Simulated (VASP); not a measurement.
Write the native input for VASP 6.6.1 that does the following.

```
Task                               : single point
Functional                         : HSE06
Potentials or basis                : VASP PAW PBE potentials, release 64 (Cd, N, Si)
Cutoff                             : 520 eV
k mesh                             : 6 × 6 × 4
Occupations                        : gaussian, width 0.01 eV
Spin                               : no spin polarisation
Dipole correction                  : no
Grid for exact exchange (PRECFOCK) : Normal
Further INCAR settings             : ALGO = Normal; EDIFF = 1e-06; NBANDS = 21
Screening parameter                : 0.2079 1/Å
```

The system is CdSiN2.

```
CELL_PARAMETERS angstrom
2.91384 0.00000 0.00000
0.00000 2.91384 0.00000
0.00000 0.00000 4.90787
ATOMIC_POSITIONS crystal
Cd 0.00000 0.00000 0.00000
N 0.00000 0.50000 0.31667
N 0.50000 0.00000 0.68333
Si 0.50000 0.50000 0.50000
```

This cell differs from its parent crystal: strain -4.0%.

These files were run (other wordings do the same):

POSCAR

```
CdSiN2
1.0
    2.9138425021      0.0000000000      0.0000000000
    0.0000000000      2.9138425021      0.0000000000
    0.0000000000      0.0000000000      4.9078680928
Cd N Si
1 2 1
Direct
    0.0000000000      0.0000000000      0.0000000000
    0.0000000000      0.5000000000      0.3166741853
    0.5000000000      0.0000000000      0.6833258147
    0.5000000000      0.5000000000      0.5000000000
```

INCAR.step1

```
SYSTEM = CdSiN2
PREC = Accurate
ENCUT = 520
EDIFF = 1E-5
ISMEAR = 0
SIGMA = 0.01
LREAL = .FALSE.
LASPH = .TRUE.
NELM = 120
ALGO = Normal
ISIF = 2
LWAVE = .TRUE.
NBANDS = 21
GGA = PE
GGA_COMPAT = .FALSE.
KPAR = 4
```

INCAR.step2

```
SYSTEM = CdSiN2
PREC = Accurate
ENCUT = 520
EDIFF = 1E-6
ISMEAR = 0
SIGMA = 0.01
LREAL = .FALSE.
LASPH = .TRUE.
NELM = 120
ALGO = Normal
ISIF = 2
LWAVE = .FALSE.
LCHARG = .TRUE.
GGA = PE
LHFCALC = .TRUE.
HFSCREEN = 0.2079
PRECFOCK = Normal
LVHAR = .TRUE.
NBANDS = 21
ISTART = 1
GGA_COMPAT = .FALSE.
KPAR = 4
```

KPOINTS

```
Automatic mesh
0
G
  6 6 4
  0 0 0
```

Potentials or basis: VASP PAW PBE potentials, release 64 (Cd, N, Si).

Run with:

```console
$ cat potpaw_PBE.64/Cd/POTCAR potpaw_PBE.64/N/POTCAR potpaw_PBE.64/Si/POTCAR > POTCAR
$ cp INCAR.step1 INCAR
$ mpirun -np 4 vasp_std > vasp.out
$ cp INCAR.step2 INCAR
$ mpirun -np 4 vasp_std > vasp.out
```

It gave:

* Pressure: 30.9 GPa
* Largest force: 0.063 eV/Å
* Band gap on the k mesh: 3.24 eV, direct

Caveat: the cell differs from its parent crystal (strain -4.0%); the PAW data sets were made with another functional, which shifts forces and pressure a little.

Run time: 16 min on 4 MPI ranks on Intel(R) Xeon(R) 6975P-C (Granite Rapids) (shared host), peak memory 0.28 GiB a rank.
